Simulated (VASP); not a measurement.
# Al3Cu: relaxation of cell and atoms with r2SCAN

Al3Cu:

```
Al Cu
1.0
     2.77841    0.00000    0.00000
     0.00000    2.77841    0.00000
     0.00000    0.00000    7.51340
Al Cu
3 1
Direct
  0.00000 0.00000 0.50000
  0.50000 0.50000 0.22612
  0.50000 0.50000 0.77388
  0.00000 0.00000 0.00000
```

* Program: VASP 6.6.1
* Task: relaxation of cell and atoms
* Functional: r2SCAN
* Potentials or basis: VASP PAW PBE potentials, release 64 (Al, Cu)
* Cutoff: 600 eV
* k mesh: 8 × 8 × 3
* Occupations: gaussian, width 0.05 eV
* Spin: no spin polarisation
* Dipole correction: no
* Further INCAR settings: ALGO = Normal; EDIFF = 1e-06; IBRION = 2; EDIFFG = -0.05; NSW = 80; ISIF = 3

```
Relaxed volume                         : 14.65 Å³/atom
Relaxed cell                           : a = 2.781 Å, b = 2.781 Å, c = 7.574 Å, α = 90.00°, β = 90.00°, γ = 90.00°
Space group after relaxing (to 0.05 Å) : P4/mmm (No. 123)
Energy gained by relaxing              : 1.3 meV/atom
Ionic steps                            : 5
Pressure after relaxing                : -0.5 GPa
Largest force after relaxing           : 0.017 eV/Å
Band gap on the k mesh                 : zero (band 10 reaches 11.64 eV, above the bottom of band 11 at 6.53 eV)
```

Forces in eV/Å, atoms in the order of the input:
```
Al   0.000  0.000  0.000
Al   0.000  0.000  0.017
Al   0.000  0.000 -0.017
Cu   0.000  0.000  0.000
```

The path:
```tsv
step	energy change (eV)	largest force (eV/Å)	pressure (GPa)	volume (Å³)
1	0.0000	0.1596	0.46	58.00
2	-0.0026	0.1308	-0.23	58.35
3	-0.0033	0.0908	-0.87	58.68
4	-0.0046	0.0477	-0.68	58.64
5	-0.0052	0.0173	-0.49	58.59
```

Final structure:
```cif
data_structure
_symmetry_space_group_name_H-M 'P 1'
_symmetry_Int_Tables_number 1
_cell_length_a 2.7813
_cell_length_b 2.7813
_cell_length_c 7.5738
_cell_angle_alpha 90.000
_cell_angle_beta 90.000
_cell_angle_gamma 90.000
_cell_volume 58.59
loop_
_atom_site_label
_atom_site_type_symbol
_atom_site_fract_x
_atom_site_fract_y
_atom_site_fract_z
_atom_site_occupancy
Al1 Al 0.00000 0.00000 0.50000 1
Al2 Al 0.50000 0.50000 0.22240 1
Al3 Al 0.50000 0.50000 0.77760 1
Cu1 Cu 0.00000 0.00000 0.00000 1
```

Levels at points of the mesh, in eV from the Fermi level:
```tsv
k point	band 7	band 8	band 9	band 10	band 11	band 12	band 13	band 14
(0.00, 0.00, 0.00)	-3.79	-3.39	-1.95	0.58	6.57	7.03	7.03	8.24
(0.50, 0.00, 0.00)	-3.87	-3.84	-3.69	-2.49	-1.98	2.78	4.07	4.31
(0.50, 0.50, 0.00)	-2.78	-0.56	-0.41	0.09	0.09	0.44	0.44	0.61
```

Run time: 4.2 min on 1 thread of AMD EPYC 9R45 96-Core Processor (Zen 5), on a shared host, peak memory 0.18 GiB.

Caveat: the PAW data sets were made with another functional, which shifts forces and pressure a little; the relaxation stopped at a loose force limit of 0.05 eV/Å, so its end isn't a converged minimum.
